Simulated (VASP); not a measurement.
Wanted: the native input for a VASP 6.6.1 run.

* Task: single point
* Functional: PBE
* Potentials or basis: VASP PAW PBE potentials, release 64 (Be, Se, O)
* Cutoff: 600 eV
* k mesh: 4 × 4 × 2
* Occupations: gaussian, width 0.1 eV
* Spin: no spin polarisation
* Dipole correction: no
* Further INCAR settings: ALGO = Normal; EDIFF = 1e-06; NBANDS = 36

The structure of Be3Se2O lies in POSCAR:

```
Be3Se2O
1.0
    5.3291175487      0.0000000000      0.0000000000
    2.6649172666      4.6158274832      0.0000000000
    0.3432511709      0.1007559393     12.2159038637
Be Se O
6 4 2
Direct
    0.7064285483      0.2986807619      0.9045586450
    0.7157215346      0.2792153359      0.4048424374
    0.2843013051      0.0097021683      0.9045840837
    0.2936307045      0.9902033678      0.4048411596
    0.9952841782      0.7208359345      0.9045613711
    0.0046738557      0.7013626344      0.4048719225
    0.6665299153      0.6782772140      0.8203137144
    0.6668337729      0.6550284758      0.4890719977
    0.3241078286      0.3412538095      0.9887808305
    0.3425083423      0.3254278453      0.3206507735
    0.9953283718      0.0097378054      0.9045717130
    0.0046516426      0.9902746473      0.4048539516
```

These files were run (other wordings do the same):

INCAR

```
PREC     = Accurate       # precision mode
ENCUT    = 600            # plane-wave cutoff, eV
EDIFF    = 1E-6           # SCF threshold, eV
ISMEAR   = 0              # smearing method
SIGMA    = 0.1            # smearing width, eV
LREAL    = False          # projectors in reciprocal space
LASPH    = True           # aspherical terms in the spheres
NELM     = 120            # most SCF steps
ALGO     = Normal         # electronic algorithm
ISIF     = 2              # what is computed and relaxed
LWAVE    = False          # write WAVECAR
LCHARG   = True           # write CHGCAR
GGA      = PE             # functional
LELF     = True           # ELF
LVHAR    = True         
NBANDS   = 36             # bands
GGA_COMPAT= False
```

KPOINTS

```
regular mesh
0
Gamma
  4 4 2
```

Potentials or basis: VASP PAW PBE potentials, release 64 (Be, Se, O).

Run with:

```console
$ cat potpaw_PBE.64/Be/POTCAR potpaw_PBE.64/Se/POTCAR potpaw_PBE.64/O/POTCAR > POTCAR
$ mpirun -np 1 vasp_std > vasp.out
```

It gave:

```
Pressure               : 0.2 GPa
Largest force          : 0.025 eV/Å
Band gap on the k mesh : 3.90 eV (least direct gap 4.34 eV)
```

Wall time 11 min on 1 thread of Oxide Virtual Turin-like Processor (shared host), peak memory 0.62 GiB.
